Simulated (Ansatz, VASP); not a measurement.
# Two plane-wave programs on Ni

```
CELL_PARAMETERS angstrom
0.00000 1.78868 1.78868
1.78868 0.00000 1.78868
1.78868 1.78868 0.00000
ATOMIC_POSITIONS crystal
Ni 0.00000 0.00000 0.00000
```

Alike in both runs: task single point; functional BLYP; k mesh 8 × 8 × 8; occupations fermi-dirac, width 0.1 eV; collinear spin.

|  | VASP | Ansatz |
| --- | --- | --- |
| version | VASP 6.6.1 | Ansatz 0.2.0 |
| potentials or method | VASP PAW PBE potentials, release 64 (Ni), cutoff 600 eV | plane waves (420 eV) with PAW, scalar-relativistic |
| valence electrons in the cell | 10 | 18 |

|  | VASP | Ansatz | Ansatz less VASP |
| --- | --- | --- | --- |
| net moment per atom (μB) | 0.68 | 0.69 | +0.006 |
| size of the moment on the site where the two differ most (μB) | 0.69 | 0.72 | +0.030 |

VASP's potentials were made for PBE, not for BLYP. Site moments also hang on the region over which each program counts them. With one functional, cell and mesh, what is left measures potentials, basis and numerics. VASP's potentials hold 10 valence electrons a cell and Ansatz's 18, so a difference there can come from the potentials and not from the codes.

The k mesh is coarse, so the values compare programs but aren't converged.
